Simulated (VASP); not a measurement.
Set up this calculation in VASP 6.6.1, as the native input.

```
Task                   : single point
Functional             : PBEsol
Potentials or basis    : VASP PAW PBE potentials, release 64 (Bi_d, Te)
Cutoff                 : 500 eV
k mesh                 : 9 × 9 × 4
Occupations            : gaussian, width 0.1 eV
Spin                   : no spin polarisation
Dipole correction      : no
Further INCAR settings : ALGO = Normal; EDIFF = 1e-06; NBANDS = 32; ISYM = 0
```

The structure of Bi2Te3 lies in POSCAR:

```
Bi2Te3
1.0
    4.4838309880      0.0000000000      0.0000000000
   -2.2419154940      3.8831115419      0.0000000000
    2.2419154940      1.2943705140      9.2437378532
Bi Te
2 3
Direct
    0.3878540802      0.1939270401      0.4182188798
    0.1920790248      0.5960395124      0.2118814628
    0.7900242525      0.3950121263      0.8149636212
    0.5883874346      0.7941937173      0.6174188481
   -0.0083447921     -0.0041723960      0.0125171881
```

One way to write it, as run:

INCAR

```
SYSTEM = Bi2Te3
PREC = Accurate
ENCUT = 500
EDIFF = 1E-6
ISMEAR = 0
SIGMA = 0.1
LREAL = .False.
LASPH = .True.
NELM = 120
ALGO = Normal
ISIF = 2
LWAVE = .False.
LCHARG = .False.
GGA = PS
ISYM = 0
NBANDS = 32
GGA_COMPAT = .False.
```

KPOINTS

```
regular mesh
0
Gamma
  9 9 4
  0 0 0
```

Potentials or basis: VASP PAW PBE potentials, release 64 (Bi_d, Te).

Run with:

```bash
$ cat potpaw_PBE.64/Bi_d/POTCAR potpaw_PBE.64/Te/POTCAR > POTCAR
$ mpirun -np 1 vasp_std > vasp.out
```

It gave:

- Pressure: 0.0 GPa
- Largest force: 0.009 eV/Å
- Band gap on the k mesh: zero (bands 24 and 25 overlap by 0.65 eV)

Caveat: the PAW data sets were made with another functional, which shifts forces and pressure a little; spin-orbit coupling is left out, which moves the levels of the heavy elements.

Run time: 16 min on 1 thread of AMD EPYC 7R13, on a shared host, peak memory 0.73 GiB.
